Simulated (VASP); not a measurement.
# MnSb (P6_3/mmc) in VASP: notebook

The runs below take MnSb through single point, with PBE, PBEsol.

Program: VASP 6.6.1. These are calculated values, not measurements. Logs are shortened: lines on timing, memory, paths and dates and some standing lists are left out, and cuts for length are marked.

## Step 1: The cell of the first run

It takes space group P6_3/mmc (No. 194, hexagonal). Conventional cell: a = 4.150 Å, b = 4.150 Å, c = 5.780 Å, α = 90.00°, β = 90.00°, γ = 120.00°. Sb (site symmetry -6m2) has 6 Mn at 2.80 Å and 6 Sb at 3.75 Å within 3.8 Å. Mn (site symmetry -3m) has 6 Sb at 2.80 Å and 2 Mn at 2.89 Å within 3.7 Å.

## Step 2: Single point, PBE, non-collinear spin, typed start, spin-orbit coupling

INCAR

```
SYSTEM = MnSb
  PREC = Accurate
  ENCUT = 520
  EDIFF = 1E-6
  ISMEAR = -1
  SIGMA = 0.05
  LREAL = .FALSE.
  LASPH = .TRUE.
  NELM = 150
  ALGO = Normal
  ISIF = 2
  LWAVE = .FALSE.
  LCHARG = .FALSE.
  MAGMOM = 0 0 0 0 0 0 2.309 2.309 2.309 2.309 2.309 2.309
  LORBIT = 11
  LSORBIT = .TRUE.
  GGA_COMPAT = .FALSE.
  LORBMOM = .TRUE.
  LMAXMIX = 4
  GGA = PE
  NBANDS = 50
```

KPOINTS

```
regular mesh
0
G
  5 5 4
  0 0 0
```

POSCAR

```
MnSb
1.0
    4.1500000000      0.0000000000      0.0000000000
   -2.0750000000      3.5940054257      0.0000000000
    0.0000000000      0.0000000000      5.7800000000
Sb Mn
2 2
Direct
    0.6666666667      0.3333333333      0.7500000000
    0.3333333333      0.6666666667      0.2500000000
    0.0000000000      0.0000000000      0.5000000000
    0.0000000000      0.0000000000      0.0000000000
```

Potentials or basis: VASP PAW PBE potentials, release 64 (Sb, Mn_pv).

On the command line:

```console
> cat potpaw_PBE.64/Sb/POTCAR potpaw_PBE.64/Mn_pv/POTCAR > POTCAR
> mpirun -np 1 vasp_ncl > vasp.out
```

OUTCAR:

```text
SYSTEM = MnSb
   PREC = Accurate
   ENCUT = 520
   EDIFF = 1E-6
   ISMEAR = -1
   LREAL = .FALSE.
   LASPH = .TRUE.
   NELM = 150
   ISIF = 2
   LORBIT = 11
   LSORBIT = .TRUE.
   GGA = PE

 ion  position               nearest neighbor table
   1  0.667  0.333  0.750-   3 2.80   4 2.80   3 2.80   4 2.80   3 2.80   4 2.80   2 3.75   2 3.75
                             2 3.75   2 3.75   2 3.75   2 3.75
   2  0.333  0.667  0.250-   3 2.80   4 2.80   3 2.80   4 2.80   3 2.80   4 2.80   1 3.75   1 3.75
                             1 3.75   1 3.75   1 3.75   1 3.75
   3  0.000  0.000  0.500-   1 2.80   2 2.80   2 2.80   1 2.80   1 2.80   2 2.80   4 2.89   4 2.89

   4  0.000  0.000  0.000-   1 2.80   2 2.80   2 2.80   1 2.80   1 2.80   2 2.80   3 2.89   3 2.89

  LATTYP: Found a hexagonal cell.
 ALAT       =     4.1500000000
 C/A-ratio  =     1.3927710843

  Lattice vectors:

 A1 = (   4.1500000000,   0.0000000000,   0.0000000000)
 A2 = (  -2.0750000000,   3.5940054257,   0.0000000000)
 A3 = (   0.0000000000,   0.0000000000,   5.7800000000)

Analysis of symmetry for initial positions (statically):
=====================================================================
 Subroutine PRICEL returns:
 Original cell was already a primitive cell.

 Routine SETGRP: Setting up the symmetry group for a
 hexagonal supercell.

 Subroutine GETGRP returns: Found 24 space group operations
 (whereof 12 operations were pure point group operations)
 out of a pool of 24 trial point group operations.

The static configuration has the point symmetry D_3d.
 The point group associated with its full space group is D_6h.

Analysis of symmetry for dynamics (positions and initial velocities):
=====================================================================
 Subroutine PRICEL returns:
 Original cell was already a primitive cell.

 Routine SETGRP: Setting up the symmetry group for a
 hexagonal supercell.

 Subroutine GETGRP returns: Found 24 space group operations
 (whereof 12 operations were pure point group operations)
 out of a pool of 24 trial point group operations.

The dynamic configuration has the point symmetry D_3d.
 The point group associated with its full space group is D_6h.

Analysis of structural, dynamic, and magnetic symmetry:
=====================================================================
 Subroutine PRICEL returns:
 Original cell was already a primitive cell.

 Routine SETGRP: Setting up the symmetry group for a
 hexagonal supercell.

 Subroutine GETGRP returns: Found  2 space group operations
 (whereof  2 operations were pure point group operations)
 out of a pool of 24 trial point group operations.

The overall configuration has the point symmetry S_2 .

 Subroutine INISYM returns: Found  2 space group operations
 (whereof  2 operations are pure point group operations),
 and found     1 'primitive' translations

----------------------------------------------------------------------------------------

                                     Primitive cell

  volume of cell :      86.2094

  direct lattice vectors                    reciprocal lattice vectors
     4.150000000  0.000000000  0.000000000     0.240963855  0.139120547  0.000000000
    -2.075000000  3.594005426  0.000000000     0.000000000  0.278241094  0.000000000
     0.000000000  0.000000000  5.780000000     0.000000000  0.000000000  0.173010381

  length of vectors
     4.150000000  4.150000000  5.780000000     0.278241094  0.278241094  0.173010381

  position of ions in fractional coordinates (direct lattice)
     0.666666667  0.333333333  0.750000000
     0.333333333  0.666666667  0.250000000
     0.000000000  0.000000000  0.500000000
     0.000000000  0.000000000  0.000000000

  ion indices of the primitive-cell ions
   primitive index   ion index
                 1           1
                 2           2
                 3           3
                 4           4

----------------------------------------------------------------------------------------

 KPOINTS: regular mesh

Automatic generation of k-mesh.
 Grid dimensions read from file:
 generate k-points for:    5    5    4

 Generating k-lattice:
[... 107 lines left out ...]

 E-fermi :   7.6518     XC(G=0): -10.6072

 val. band max:        7.6479689107   @ k =  -0.2000  -0.0000   0.2500
 cond. band min:       7.6566334769   @ k =   0.0000  -0.2000   0.2500
 fundamental gap:      0.0086645661
 Fermi energy:         7.6518082766

 k-point     1 :       0.0000    0.0000    0.0000
  band No.  band energies     occupation
      1     -42.7142      1.00000
      2     -42.7073      1.00000
      3     -42.3026      1.00000
      4     -42.2855      1.00000
      5     -41.7584      1.00000
      6     -41.7186      1.00000
[... 1213 lines left out ...]
     47      10.6841      0.00000
     48      10.7706      0.00000

 [... further k-points ...]

 [bands above 48 left out]

------------------------ aborting loop because EDIFF is reached ----------------------------------------

  FORCE on cell =-STRESS in cart. coord.  units (eV):
  Direction    XX          YY          ZZ          XY          YZ          ZX
  --------------------------------------------------------------------------------------
  -------------------------------------------------------------------------------------
  Total       -1.4810690     -1.4823634     -2.1856551     -0.0014506     -0.0027459     -0.0030235
  in kB      -27.5252457    -27.5493017    -40.6197787     -0.0269592     -0.0510310     -0.0561918
  external PRESSURE =     -31.8981087 kB  Pullay stress =       0.0000000 kB

 VOLUME and BASIS-vectors are now :
 -----------------------------------------------------------------------------
  energy-cutoff  :      520.00
  volume of cell :       86.21
      direct lattice vectors                 reciprocal lattice vectors
     4.150000000  0.000000000  0.000000000     0.240963855  0.139120547  0.000000000
    -2.075000000  3.594005426  0.000000000     0.000000000  0.278241094  0.000000000
     0.000000000  0.000000000  5.780000000     0.000000000  0.000000000  0.173010381

 POSITION                                       TOTAL-FORCE (eV/Angst)
 -----------------------------------------------------------------------------------
      2.07500      1.19800      4.33500         0.001056     -0.000159      0.000100
     -0.00000      2.39600      1.44500        -0.001056      0.000159     -0.000100
      0.00000      0.00000      2.89000         0.000000      0.000000      0.000000
      0.00000      0.00000      0.00000         0.000000      0.000000      0.000000
 -----------------------------------------------------------------------------------
    total drift:                                0.000000     -0.000000      0.000000

  FREE ENERGIE OF THE ION-ELECTRON SYSTEM (eV)
  ---------------------------------------------------
  free  energy   TOTEN  =       -26.4870879987 eV

  energy  without entropy=      -26.4727411899  energy(sigma->0) =      -26.47991459

 orbital moment (x)

 # of ion     p       d       tot
 ----------------------------------------
  1        -0.001  -0.000  -0.001
  2        -0.001  -0.000  -0.001
  3        -0.000   0.027   0.027
  4        -0.000   0.027   0.027
 ----------------------------------------
           -0.002   0.053   0.051

 orbital moment (y)

 # of ion     p       d       tot
 ----------------------------------------
  1        -0.001  -0.000  -0.001
  2        -0.001  -0.000  -0.001
  3        -0.000   0.027   0.027
  4        -0.000   0.027   0.027
 ----------------------------------------
           -0.002   0.053   0.051

 orbital moment (z)

 # of ion     p       d       tot
 ----------------------------------------
  1        -0.002  -0.000  -0.002
  2        -0.002  -0.000  -0.002
  3        -0.000   0.021   0.021
  4        -0.000   0.021   0.021
 ----------------------------------------
           -0.004   0.041   0.038

 Spin-Orbit-Coupling matrix elements

 Ion:    1  E_soc:     -0.1237848
 l=   1
     0.0000000    -0.0205485    -0.0202555
    -0.0205485     0.0000000    -0.0205494
    -0.0202555    -0.0205494     0.0000000
 l=   2
     0.0000000    -0.0000361     0.0000000    -0.0000361    -0.0001703
    -0.0000361     0.0000000    -0.0000958    -0.0000327    -0.0000361
     0.0000000    -0.0000958     0.0000000    -0.0000959     0.0000000
    -0.0000361    -0.0000327    -0.0000959     0.0000000    -0.0000361
    -0.0001703    -0.0000361     0.0000000    -0.0000361     0.0000000
 l=   3
     0.0000000     0.0000000     0.0000000     0.0000000     0.0000000     0.0000000     0.0000000
     0.0000000     0.0000000     0.0000000     0.0000000     0.0000000     0.0000000     0.0000000
     0.0000000     0.0000000     0.0000000     0.0000000     0.0000000     0.0000000     0.0000000
     0.0000000     0.0000000     0.0000000     0.0000000     0.0000000     0.0000000     0.0000000
[... 49 lines left out ...]
 l=   2
     0.0000000    -0.0002379     0.0000000    -0.0002478    -0.0008523
    -0.0002379     0.0000000    -0.0006731    -0.0002788    -0.0002521
     0.0000000    -0.0006731     0.0000000    -0.0006689     0.0000000
    -0.0002478    -0.0002788    -0.0006689     0.0000000    -0.0002630
    -0.0008523    -0.0002521     0.0000000    -0.0002630     0.0000000
 l=   3
     0.0000000     0.0000000     0.0000000     0.0000000     0.0000000     0.0000000     0.0000000
     0.0000000     0.0000000     0.0000000     0.0000000     0.0000000     0.0000000     0.0000000
     0.0000000     0.0000000     0.0000000     0.0000000     0.0000000     0.0000000     0.0000000
     0.0000000     0.0000000     0.0000000     0.0000000     0.0000000     0.0000000     0.0000000
     0.0000000     0.0000000     0.0000000     0.0000000     0.0000000     0.0000000     0.0000000
     0.0000000     0.0000000     0.0000000     0.0000000     0.0000000     0.0000000     0.0000000
     0.0000000     0.0000000     0.0000000     0.0000000     0.0000000     0.0000000     0.0000000

 total charge

# of ion       s       p       d       tot
------------------------------------------
    1        1.143   1.264   0.040   2.447
    2        1.143   1.264   0.040   2.447
    3        0.272   6.206   5.037  11.515
    4        0.272   6.206   5.037  11.515
--------------------------------------------------
tot          2.829  14.940  10.156  27.925

 magnetization (x)

# of ion       s       p       d       tot
------------------------------------------
    1        0.007  -0.086   0.003  -0.076
    2        0.007  -0.086   0.003  -0.076
    3        0.021   0.014   1.925   1.961
    4        0.021   0.014   1.926   1.961
--------------------------------------------------
tot          0.056  -0.143   3.858   3.771

 magnetization (y)

# of ion       s       p       d       tot
------------------------------------------
    1        0.007  -0.086   0.003  -0.076
    2        0.007  -0.086   0.003  -0.076
    3        0.021   0.014   1.926   1.961
    4        0.021   0.014   1.926   1.961
--------------------------------------------------
tot          0.056  -0.143   3.858   3.771

 magnetization (z)

# of ion       s       p       d       tot
------------------------------------------
    1        0.007  -0.086   0.003  -0.076
    2        0.007  -0.086   0.003  -0.076
    3        0.021   0.014   1.924   1.959
    4        0.021   0.014   1.924   1.959
--------------------------------------------------
tot          0.056  -0.143   3.854   3.767
```

Run time: 16 min. Hardware: 1 thread of Intel Xeon 6975P-C (Granite Rapids), shared host; peak memory 0.62 GiB.

Results:

* Free energy: -26.4871 eV
* Pressure: -3.2 GPa
* Net moment: 6.68 μB per cell
* Valence electrons inside the program's atomic spheres: Sb 2.45; Mn 11.52

Stress tensor (GPa, compression positive):
```
-2.75  0.00 -0.01
 0.00 -2.75 -0.01
-0.01 -0.01 -4.06
```

Moments on the atoms (μB; x, y, z):
```
Sb  -0.08 -0.08 -0.08
Sb  -0.08 -0.08 -0.08
Mn   1.96  1.96  1.96
Mn   1.96  1.96  1.96
```

Caveat: the cell stands under tension.

(Continued in part 2 of 2.)
